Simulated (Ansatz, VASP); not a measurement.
## Sr: VASP beside Ansatz

File INCAR:

```
PREC     = Accurate       # precision mode
ENCUT    = 520            # plane-wave cutoff, eV
EDIFF    = 1E-6           # SCF threshold, eV
ISMEAR   = 0              # smearing method
SIGMA    = 0.03           # smearing width, eV
LREAL    = F              # projectors in reciprocal space
LASPH    = T              # aspherical terms in the spheres
NELM     = 80             # most SCF steps
ALGO     = Normal         # electronic algorithm
ISIF     = 2              # what is computed and relaxed
LWAVE    = F              # write WAVECAR
LCHARG   = T              # write CHGCAR
GGA      = PE             # functional
IVDW     = 12             # dispersion correction
LELF     = T              # ELF
LVHAR    = T            
NBANDS   = 11             # bands
```

Contents of KPOINTS:

```
Automatic mesh
0
Gamma
  6 6 8
```

Contents of POSCAR:

```
Sr
1.0
   10.9876299658      0.0000000000      0.0000000000
   -5.4938149829      9.5155666777      0.0000000000
    0.0000000000      0.0000000000      4.0895285168
Sr
1
Direct
    0.0000000000      0.0000000000      0.0000000000
```

Input for Ansatz:

```yaml
crystal:
  lattice:
    - [10.9876299658, 0.0, 0.0]
    - [-5.4938149829, 9.5155666777, 0.0]
    - [0.0, 0.0, 4.0895285168]
  atoms:
    - { symbol: Sr, position: [0.0, 0.0, 0.0] }
basis:
  ecutwfc: 420
kpoints:
  mp_grid: { grid: [6, 6, 8] }
hamiltonian:
  xc: pbe
  dispersion: d3bj
scf:
  occupations: { method: gaussian, width: 0.03 }
output:
  forces: true
  stress: true
  eigenvalues: true
```

Change from the starting cell: strain -0.0750 x Voigt [0, 0, 1, 0, 0, 0], atoms carried along.

Alike in both runs: task single point; functional PBE; dispersion D3(BJ); k mesh 6 × 6 × 8; occupations gaussian, width 0.03 eV; no spin polarisation.

```csv
,VASP,Ansatz
version,VASP 6.6.1,Ansatz 0.2.0
potentials or method,"VASP PAW PBE potentials, release 64 (Sr_sv), cutoff 520 eV","scalar-relativistic, plane waves, PAW"
valence electrons in the cell,10,10
```

```tsv
	VASP	Ansatz	Ansatz less VASP
gap on the k mesh at the Fermi level (eV)	0.07	0.07	-0.005
least direct gap on the mesh (eV)	0.09	0.09	0.000
pressure (GPa)	0.2	0.2	0.00
traceless stress, the component that is largest in VASP (GPa)	0.51	0.50	-0.003
```
